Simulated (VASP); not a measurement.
# Zr (P6/mmm) in VASP: a series of runs

Zr is run at these levels: PBE; tasks: single point.

All numbers are computed with VASP 6.6.1; they aren't measurements. Logs are shortened: lines on timing, memory, paths and dates and some standing lists are left out, and cuts for length are marked.

**1. The cell of the first run**

Symmetry: P6/mmm, No. 191, hexagonal system. The conventional cell has a = 2.340 Å, b = 2.340 Å, c = 2.264 Å, α = 90.00°, β = 90.00°, γ = 120.00°. Within 3.0 Å of Zr (site symmetry 6/mmm) lie 8 Zr at 2.26 to 2.34 Å.

This isn't the form of Zr at room conditions, which is hcp.

**2. Single point, PBE (10.74 Å³/atom)**

File POSCAR:

```
Zr
1.0
    2.3403987868      0.0000000000      0.0000000000
   -1.1701993934      2.0268448044      0.0000000000
    0.0000000000      0.0000000000      2.2642938997
Zr
1
Direct
    0.0000000000      0.0000000000      0.0000000000
```

File INCAR.step1:

```
SYSTEM = Zr
PREC = Accurate
ENCUT = 520
EDIFF = 1E-6
ISMEAR = -1
SIGMA = 0.1
LREAL = .False.
LASPH = .True.
NELM = 100
ALGO = Normal
ISIF = 2
LWAVE = .False.
LCHARG = .True.
LMAXMIX = 4
GGA = PE
NBANDS = 12
```

File KPOINTS.step1:

```
regular mesh
0
Gamma
  16 16 14
  0 0 0
```

File INCAR.step2:

```
SYSTEM = Zr
PREC = Accurate
ENCUT = 520
EDIFF = 1E-6
ISMEAR = -5
SIGMA = 0.1
LREAL = .False.
LASPH = .True.
NELM = 100
ALGO = Normal
ISIF = 2
LWAVE = .False.
LCHARG = .False.
LMAXMIX = 4
GGA = PE
LORBIT = 11
NBANDS = 12
NEDOS = 1001
ICHARG = 11
```

File KPOINTS.step2:

```
regular mesh
0
Gamma
  24 24 21
  0 0 0
```

Potentials or basis: VASP PAW PBE potentials, release 64 (Zr_sv).

Started as:

```bash
cat potpaw_PBE.64/Zr_sv/POTCAR > POTCAR
cp INCAR.step1 INCAR
cp KPOINTS.step1 KPOINTS
mpirun -np 1 vasp_std > vasp.out
cp INCAR.step2 INCAR
cp KPOINTS.step2 KPOINTS
mpirun -np 1 vasp_std > vasp.out
```

OUTCAR:

```text
SYSTEM = Zr
   PREC = Accurate
   ENCUT = 520
   EDIFF = 1E-6
   ISMEAR = -5
   LREAL = .False.
   LASPH = .True.
   NELM = 100
   ISIF = 2
   GGA = PE
   LORBIT = 11
   ICHARG = 11

 ion  position               nearest neighbor table
   1  0.000  0.000  0.000-

  LATTYP: Found a hexagonal cell.
 ALAT       =     2.3403987868
 C/A-ratio  =     0.9674820857

  Lattice vectors:

 A1 = (   2.3403987868,   0.0000000000,   0.0000000000)
 A2 = (  -1.1701993934,   2.0268448044,   0.0000000000)
 A3 = (   0.0000000000,   0.0000000000,   2.2642938997)

Analysis of symmetry for initial positions (statically):
=====================================================================
 Subroutine PRICEL returns:
 Original cell was already a primitive cell.

 Routine SETGRP: Setting up the symmetry group for a
 hexagonal supercell.

 Subroutine GETGRP returns: Found 24 space group operations
 (whereof 24 operations were pure point group operations)
 out of a pool of 24 trial point group operations.

The static configuration has the point symmetry D_6h.

Analysis of symmetry for dynamics (positions and initial velocities):
=====================================================================
 Subroutine PRICEL returns:
 Original cell was already a primitive cell.

 Routine SETGRP: Setting up the symmetry group for a
 hexagonal supercell.

 Subroutine GETGRP returns: Found 24 space group operations
 (whereof 24 operations were pure point group operations)
 out of a pool of 24 trial point group operations.

The dynamic configuration has the point symmetry D_6h.

 Subroutine INISYM returns: Found 24 space group operations
 (whereof 24 operations are pure point group operations),
 and found     1 'primitive' translations

----------------------------------------------------------------------------------------

                                     Primitive cell

  volume of cell :      10.7410

  direct lattice vectors                    reciprocal lattice vectors
     2.340398787  0.000000000  0.000000000     0.427277610  0.246688843  0.000000000
    -1.170199393  2.026844804  0.000000000     0.000000000  0.493377686  0.000000000
     0.000000000  0.000000000  2.264293900     0.000000000  0.000000000  0.441638782

  length of vectors
[... 85 lines left out ...]
   NSW    =      0    number of steps for IOM
   IBRION =     -1    ionic relax: 0-MD 1-quasi-New 2-CG
   NFREE  =      0    steps in history (QN), initial steepest desc. (CG)
   ISIF   =      2    stress and relaxation
   ISYM   =      2    0-nonsym 1-usesym 2-fastsym
   POTIM  = 0.5000    time-step for ionic-motion
   TEBEG  =    0.0;   TEEND  =   0.0 temperature during run
   PSTRESS=    0.0 pullay stress
   NELECT =      12.0000    total number of electrons
   NUPDOWN=      -1.0000    fix difference up-down
   EMIN   =  10.00;   EMAX   =-10.00  energy-range for DOS
   EFERMI =   0.00;   METHOD = LEGACY
   ISMEAR =    -5;   SIGMA  =   0.10  broadening in eV -4-tet -1-fermi 0-gaus
   EFERMI_NEDOS =   21; number of points for ismear=-14 and -15
   IALGO  =     38    algorithm
   IMIX   =      4    mixing-type and parameters
     AMIX     =   0.40;   BMIX     =  1.00
     AMIX_MAG =   1.60;   BMIX_MAG =  1.00
  volume/ion in A,a.u.               =      10.74        72.48
  Fermi-wavevector in a.u.,A,eV,Ry     =   1.698716  3.210108 39.261477  2.885637
  Thomas-Fermi vector in A             =   2.779165
   LORBIT       =     11    0 simple, 1 ext, 2 COOP (PROOUT), +10 PAW based schemes
   GGA     = PE    functional components
   LHFCALC =     F    Hartree Fock is set to
   AEXX    =    0.0000 exact exchange contribution
   IVDW    =     0    specifies the selected vdW correction
   LEPSILON=     F    determine dielectric tensor
   LRPA    =     F    only Hartree local field effects (RPA)
 non-spin polarized calculation
 Fermi weights with tetrahedron method with Bloechl corrections
  energy-cutoff  :      520.00
  volume of cell :       10.74
 maximum number of plane-waves:       308
 NGX is ok and might be reduce to    18

 number of electron      12.0000000 magnetization

 Free energy of the ion-electron system (eV)
  ---------------------------------------------------
  ext. energy  EPLUGINS =         0.00000000
  ---------------------------------------------------
  free energy    TOTEN  =        -2.15782126 eV

  energy without entropy =       -2.15782126  energy(sigma->0) =       -2.15782126

 E-fermi :  20.5306     XC(G=0): -15.1353

 val. band max:       20.7279000329   @ k =   0.4583   0.0833   0.0952
 cond. band min:      20.4264708890   @ k =   0.1667   0.1250   0.1429
 fundamental gap:     -0.3014291439
 Fermi energy:        20.5306326036

 k-point     1 :       0.0000    0.0000    0.0000
  band No.  band energies     occupation
      1     -30.1442      2.00000
      2      -3.4729      2.00000
      3      -2.6380      2.00000
      4      -2.6380      2.00000
      5      15.0393      2.00000
      6      16.8351      2.00000
      7      21.2360      0.00000
      8      21.2360      0.00000
      9      32.5223      0.00000
     10      33.2217      0.00000
     11      33.2217      0.00000
     12      41.5701      0.00000
[... 331 lines left out ...]
 k-point    24 :       0.4583    0.0417    0.0000
  band No.  band energies     occupation
      1     -27.8029      2.00000
      2     -10.9089      2.00000
      3      -4.7482      2.00000
      4      -2.1575      2.00000
      5      14.1652      2.00000
      6      19.4536      2.00000
      7      23.8088      0.00000
      8      26.7896      0.00000
      9      30.8604      0.00000
     10      33.9883      0.00000
     11      40.1426      0.00000
     12      41.1438      0.00000

 [... further k-points ...]
[... 5 lines left out ...]
  --------------------------------------------------------------------------------------
  -------------------------------------------------------------------------------------
  Total       19.1155499     19.1155499     19.3279652      0.0000000      0.0000000      0.0000000
  in kB     2851.3742315   2851.3742316   2883.0592050      0.0000000      0.0000000      0.0000000
  external PRESSURE =    2861.9358893 kB  Pullay stress =       0.0000000 kB

 VOLUME and BASIS-vectors are now :
 -----------------------------------------------------------------------------
  energy-cutoff  :      520.00
  volume of cell :       10.74
      direct lattice vectors                 reciprocal lattice vectors
     2.340398787  0.000000000  0.000000000     0.427277610  0.246688843  0.000000000
    -1.170199393  2.026844804  0.000000000     0.000000000  0.493377686  0.000000000
     0.000000000  0.000000000  2.264293900     0.000000000  0.000000000  0.441638782

 POSITION                                       TOTAL-FORCE (eV/Angst)
 -----------------------------------------------------------------------------------
      0.00000      0.00000      0.00000        -0.000000      0.000000      0.000000
 -----------------------------------------------------------------------------------
    total drift:                                0.000000      0.000000     -0.000000

  FREE ENERGIE OF THE ION-ELECTRON SYSTEM (eV)
  ---------------------------------------------------
  free  energy   TOTEN  =        -2.1578212605 eV

  energy  without entropy=       -2.1578212605  energy(sigma->0) =       -2.15782126

 total charge

# of ion       s       p       d       tot
------------------------------------------
    1        2.332   6.022   3.372  11.726
```

OUTCAR.step1:

```text
SYSTEM = Zr
   PREC = Accurate
   ENCUT = 520
   EDIFF = 1E-6
   ISMEAR = -1
   LREAL = .False.
[... 579 lines left out ...]
 -----------------------------------------------------------------------------------
      0.00000      0.00000      0.00000         0.000000      0.000000      0.000000
 -----------------------------------------------------------------------------------
    total drift:                                0.000000      0.000000      0.000000

  FREE ENERGIE OF THE ION-ELECTRON SYSTEM (eV)
  ---------------------------------------------------
  free  energy   TOTEN  =        -2.1635778284 eV

  energy  without entropy=       -2.1449457548  energy(sigma->0) =       -2.15426179
```

Run time: 62 s. Hardware: 1 thread of Intel Xeon 6455B, shared host; peak memory 0.21 GiB.

Results:

- Valence electrons inside the program's atomic spheres: Zr 11.73

Caveat: tetrahedron occupations give inexact forces and stress in metals.

**3. Single point, PBE (21.96 Å³/atom)**

This run uses another cell than the first one, of 21.96 Å³/atom.

File POSCAR:

```
Zr
1.0
    2.9446436339      0.0000000000      0.0000000000
   -1.4723218170      2.5501361921      0.0000000000
    0.0000000000      0.0000000000      2.9243028824
Zr
1
Direct
    0.0000000000      0.0000000000      0.0000000000
```

File INCAR.step1:

```
SYSTEM = Zr
  PREC = Accurate
  ENCUT = 520
  EDIFF = 1E-6
  ISMEAR = -1
  SIGMA = 0.1
  LREAL = .FALSE.
  LASPH = .TRUE.
  NELM = 80
  ALGO = Normal
  ISIF = 2
  LWAVE = .FALSE.
  LCHARG = .TRUE.
  LMAXMIX = 4
  GGA = PE
  NBANDS = 12
```

File KPOINTS.step1:

```
regular mesh
0
G
  16 16 14
  0 0 0
```

File INCAR.step2:

```
SYSTEM = Zr
  PREC = Accurate
  ENCUT = 520
  EDIFF = 1E-6
  ISMEAR = -5
  SIGMA = 0.1
  LREAL = .FALSE.
  LASPH = .TRUE.
  NELM = 80
  ALGO = Normal
  ISIF = 2
  LWAVE = .FALSE.
  LCHARG = .FALSE.
  LMAXMIX = 4
  GGA = PE
  LORBIT = 11
  NEDOS = 1001
  ICHARG = 11
```

File KPOINTS.step2:

```
regular mesh
0
G
  24 24 21
  0 0 0
```

Potentials or basis: VASP PAW PBE potentials, release 64 (Zr_sv).

Started as:

```bash
cat potpaw_PBE.64/Zr_sv/POTCAR > POTCAR
cp INCAR.step1 INCAR
cp KPOINTS.step1 KPOINTS
mpirun -np 1 vasp_std > vasp.out
cp INCAR.step2 INCAR
cp KPOINTS.step2 KPOINTS
mpirun -np 1 vasp_std > vasp.out
```

Run time: 2.2 min. Hardware: 1 thread of Intel Xeon 8259CL, shared host; peak memory 0.28 GiB.

Results (log left out):

| Property | Result |
| --- | --- |
| Valence electrons inside the program's atomic spheres | Zr 10.03 |

Levels at points of the mesh, in eV from the Fermi level:
| k point | band 4 | band 5 | band 6 | band 7 | band 8 | band 9 |
| --- | --- | --- | --- | --- | --- | --- |
| (0.00, 0.00, 0.00) | -25.66 | -5.21 | -1.81 | 1.37 | 1.37 | 6.19 |
| (0.50, 0.00, 0.00) | -25.72 | -2.91 | -0.60 | 1.79 | 2.33 | 5.36 |

Caveat: tetrahedron occupations give inexact forces and stress in metals.

**4. Single point, PBE**

This run uses another cell than the first one, of 23.87 Å³/atom.

File POSCAR:

```
Zr
1.0
    3.0200136623      0.0000000000      0.0000000000
   -1.5100068312      2.6154085514      0.0000000000
    0.0000000000      0.0000000000      3.0219146634
Zr
1
Direct
    0.0000000000      0.0000000000      0.0000000000
```

File INCAR.step1:

```
SYSTEM = Zr
PREC = Accurate
ENCUT = 520
EDIFF = 1E-7
ISMEAR = -1
SIGMA = 0.1
LREAL = .FALSE.
LASPH = .TRUE.
NELM = 100
ALGO = Normal
ISIF = 2
LWAVE = .FALSE.
LCHARG = .TRUE.
LMAXMIX = 4
GGA = PE
NBANDS = 12
```

KPOINTS.step1 is that of step 3.

File INCAR.step2:

```
SYSTEM = Zr
PREC = Accurate
ENCUT = 520
EDIFF = 1E-7
ISMEAR = -5
SIGMA = 0.1
LREAL = .FALSE.
LASPH = .TRUE.
NELM = 100
ALGO = Normal
ISIF = 2
LWAVE = .FALSE.
LCHARG = .FALSE.
LMAXMIX = 4
GGA = PE
LORBIT = 11
NBANDS = 12
NEDOS = 2001
ICHARG = 11
```

KPOINTS.step2 is that of step 3.

Started as:

```bash
cat potpaw_PBE.64/Zr_sv/POTCAR > POTCAR
cp INCAR.step1 INCAR
cp KPOINTS.step1 KPOINTS
mpirun -np 1 vasp_std > vasp.out
cp INCAR.step2 INCAR
cp KPOINTS.step2 KPOINTS
mpirun -np 1 vasp_std > vasp.out
```

Run time: 2.3 min. Hardware: 1 thread of Intel Xeon 8259CL, shared host; peak memory 0.31 GiB.

Results (log left out):

```
Valence electrons inside the program's atomic spheres : Zr 9.92
```

Levels at points of the mesh, in eV from the Fermi level:
| k point | band 3 | band 4 | band 5 | band 6 | band 7 | band 8 | band 9 | band 10 |
| --- | --- | --- | --- | --- | --- | --- | --- | --- |
| (0.00, 0.00, 0.00) | -25.91 | -25.91 | -5.08 | -1.58 | 1.36 | 1.36 | 5.64 | 5.64 |
| (0.50, 0.00, 0.00) | -26.20 | -26.00 | -2.66 | -0.50 | 1.53 | 2.15 | 4.90 | 6.40 |

Caveat: tetrahedron occupations give inexact forces and stress in metals.
